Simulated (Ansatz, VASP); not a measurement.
# Two plane-wave programs on Sn

```
CELL_PARAMETERS angstrom
-2.79313 2.79313 1.59930
2.79313 -2.79313 1.59930
2.79313 2.79313 -1.59930
ATOMIC_POSITIONS crystal
Sn 0.75000 0.25000 0.50000
Sn 0.00000 0.00000 0.00000
```

Change from the starting cell: strain -0.050 along x and y, +0.000 along z, atoms carried along.

Alike in both runs: task single point; functional r2SCAN; k mesh 16 × 16 × 16; occupations gaussian, width 0.15 eV; no spin polarisation.

|  | VASP | Ansatz |
| --- | --- | --- |
| version | VASP 6.6.1 | Ansatz 0.2.0 |
| potentials or method | VASP PAW PBE potentials, release 64 (Sn_d), cutoff 520 eV | scalar-relativistic, plane waves, PAW |
| valence electrons in the cell | 28 | 28 |

Ansatz gave:

| Quantity | Value |
| --- | --- |
| gap on the k mesh at the Fermi level (eV) | none |
| pressure (GPa) | 7.3 |
| traceless stress, the component that is largest in VASP (GPa) | -3.09 |

Problem. What did VASP give for the same quantities?

Solution. gap on the k mesh at the Fermi level (eV): none; pressure (GPa): 7.3; traceless stress, the component that is largest in VASP (GPa): -3.11.

VASP's potentials were made for PBE, not for r2SCAN. A gap of «none» marks a metal or a gap that the smearing closes. With one functional, cell and mesh, what is left measures potentials, basis and numerics.
